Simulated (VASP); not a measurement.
# Sc (P6_3/mmc) in VASP: a series of runs, part 2 of 2

VASP 6.6.1. The steps go on from the part before.

## (3) Single point, LDA

The input, INCAR:

```
SYSTEM = Sc
PREC = Accurate
ENCUT = 500
EDIFF = 1E-6
ISMEAR = -1
SIGMA = 0.2
LREAL = .False.
LASPH = .True.
NELM = 120
ALGO = Normal
ISIF = 2
LWAVE = .False.
LCHARG = .True.
LELF = .True.
LVHAR = .True.
NBANDS = 18
GGA_COMPAT = .False.
```

The input, KPOINTS:

```
Automatic mesh
0
Gamma
  11 11 6
  0 0 0
```

The input, POSCAR:

```
Sc
1.0
    3.2269060027      0.0000000000      0.0000000000
   -1.6134530014      2.7945825740      0.0000000000
    0.0000000000      0.0000000000      5.0094253455
Sc
2
Direct
    0.3333333333      0.6666666667      0.2500000000
    0.6666666667      0.3333333333      0.7500000000
```

Potentials or basis: VASP PAW LDA potentials, release 64 (Sc_sv).

Command:

```console
$ cat potpaw_LDA.64/Sc_sv/POTCAR > POTCAR
$ mpirun -np 1 vasp_std > vasp.out
```

Wall time 38 s (1 thread of AMD EPYC 7R43 (Zen 3), shared host); peak memory 0.13 GiB.

It converged, with:

| Item | Value |
| --- | --- |
| Free energy | -13.6696 eV |
| Pressure | 0.5 GPa |
| Band gap on the k mesh | zero (band 11 reaches 5.01 eV, above the bottom of band 12 at 3.42 eV) |

Stress tensor (GPa, compression positive):
```
0.28 0.00 0.00
0.00 0.28 0.00
0.00 0.00 1.01
```

Levels at points of the mesh, in eV from the Fermi level:
```
           k point  band 7  band 8  band 9  band 10  band 11  band 12  band 13  band 14  band 15  band 16
(0.00, 0.00, 0.00)  -27.28  -27.26   -5.23    -1.77     0.94     1.64     1.64     1.95     2.15     2.15
(0.00, 0.00, 0.50)  -27.33  -27.33   -3.58    -3.58     1.01     1.01     1.54     1.54     1.54     1.54
```

## (4) Single point, LDA

The input, INCAR:

```
SYSTEM = Sc
PREC = Accurate ; ENCUT = 500
EDIFF = 1E-6 ; ISMEAR = -1
SIGMA = 0.3 ; LREAL = .FALSE.
LASPH = .TRUE. ; NELM = 120
ALGO = Normal ; ISIF = 2
LWAVE = .FALSE. ; LCHARG = .FALSE.
NBANDS = 18 ; GGA_COMPAT = .FALSE.
```

The input, KPOINTS:

```
Automatic mesh
0
G
  11 11 6
  0 0 0
```

POSCAR is that of step 3.

Potentials or basis: VASP PAW LDA potentials, release 64 (Sc_sv).

Command:

```console
$ cat potpaw_LDA.64/Sc_sv/POTCAR > POTCAR
$ mpirun -np 1 vasp_std > vasp.out
```

OUTCAR:

```text
SYSTEM = Sc
   PREC = Accurate
   ENCUT = 500
   EDIFF = 1E-6
   ISMEAR = -1
   LREAL = .FALSE.
   LASPH = .TRUE.
   NELM = 120
   ISIF = 2

 ion  position               nearest neighbor table
   1  0.333  0.667  0.250-   2 3.12   2 3.12   2 3.12   2 3.12   2 3.12   2 3.12
   2  0.667  0.333  0.750-   1 3.12   1 3.12   1 3.12   1 3.12   1 3.12   1 3.12

  LATTYP: Found a hexagonal cell.
 ALAT       =     3.2269060027
 C/A-ratio  =     1.5523927072

  Lattice vectors:

 A1 = (   3.2269060027,   0.0000000000,   0.0000000000)
 A2 = (  -1.6134530014,   2.7945825740,   0.0000000000)
[... 674 lines left out ...]
      5     -23.4664      2.00000
      6     -23.3938      2.00000
[... 10 lines left out ...]
     17       6.8645      0.00015
     18       7.1455      0.00006

 [... further k-points ...]
[... 5 lines left out ...]
  --------------------------------------------------------------------------------------
  -------------------------------------------------------------------------------------
  Total        0.2137860      0.2137860      0.6038428     -0.0000000      0.0000000      0.0000000
  in kB        7.5822606      7.5822606     21.4162433     -0.0000000      0.0000000      0.0000000
  external PRESSURE =      12.1935882 kB  Pullay stress =       0.0000000 kB

 VOLUME and BASIS-vectors are now :
 -----------------------------------------------------------------------------
  energy-cutoff  :      500.00
  volume of cell :       45.17
      direct lattice vectors                 reciprocal lattice vectors
     3.226906003  0.000000000  0.000000000     0.309894369  0.178917597  0.000000000
    -1.613453001  2.794582574  0.000000000     0.000000000  0.357835195  0.000000000
     0.000000000  0.000000000  5.009425346     0.000000000  0.000000000  0.199623696

 POSITION                                       TOTAL-FORCE (eV/Angst)
 -----------------------------------------------------------------------------------
     -0.00000      1.86306      1.25236         0.000000      0.000000      0.000000
      1.61345      0.93153      3.75707        -0.000000     -0.000000      0.000000
 -----------------------------------------------------------------------------------
    total drift:                               -0.000000      0.000000     -0.000000

  FREE ENERGIE OF THE ION-ELECTRON SYSTEM (eV)
  ---------------------------------------------------
  free  energy   TOTEN  =       -13.9158229895 eV

  energy  without entropy=      -13.0485327842  energy(sigma->0) =      -13.48217789
```

OSZICAR:

```text
N       E                     dE             d eps       ncg     rms          rms(c)
DAV:   1     0.342491888087E+03    0.34249E+03   -0.10691E+04  2312   0.132E+03
DAV:   2     0.359089123031E+01   -0.33890E+03   -0.33216E+03  2856   0.553E+02
DAV:   3    -0.148103108731E+02   -0.18401E+02   -0.17596E+02  3740   0.164E+02
DAV:   4    -0.151612089160E+02   -0.35090E+00   -0.34664E+00  3580   0.203E+01
DAV:   5    -0.151653751325E+02   -0.41662E-02   -0.41564E-02  3908   0.239E+00    0.815E+00
DAV:   6    -0.140773375399E+02    0.10880E+01   -0.24216E+00  3060   0.182E+01    0.243E+00
DAV:   7    -0.139294515378E+02    0.14789E+00   -0.56070E-01  3166   0.789E+00    0.721E-01
DAV:   8    -0.139166304456E+02    0.12821E-01   -0.26698E-02  2900   0.222E+00    0.221E-01
DAV:   9    -0.139158018878E+02    0.82856E-03   -0.54461E-03  3350   0.771E-01    0.215E-02
DAV:  10    -0.139158220225E+02   -0.20135E-04   -0.10352E-04  3630   0.139E-01    0.481E-03
DAV:  11    -0.139158229895E+02   -0.96704E-06   -0.23894E-06  2400   0.169E-02
   1 F= -.13915823E+02 E0= -.13482178E+02  d E =-.867290E+00
```

Wall time 16 s (1 thread of Intel Xeon 6975P-C (Granite Rapids), shared host); peak memory 0.16 GiB.

Results:

| Property | Result |
| --- | --- |
| Free energy | -13.9158 eV |
| Pressure | 1.2 GPa |
| Band gap on the k mesh | zero (band 11 reaches 5.02 eV, above the bottom of band 12 at 3.43 eV) |

## (5) Summary

```csv
smearing,gap on the mesh (eV),pressure (GPa)
fermi-dirac 0.1 eV,none,0.1
fermi-dirac 0.2 eV,none,0.5
fermi-dirac 0.3 eV,none,1.2
```

Alike in all rows: task single point; level LDA; potentials or basis VASP PAW LDA potentials, release 64 (Sc_sv); no spin polarisation; cell as given; k mesh 11 × 11 × 6; cutoff (eV) 500.

Every run on the cell as given and a fine mesh finds a metal.

Absolute energies hang on the potentials; compare differences alone.
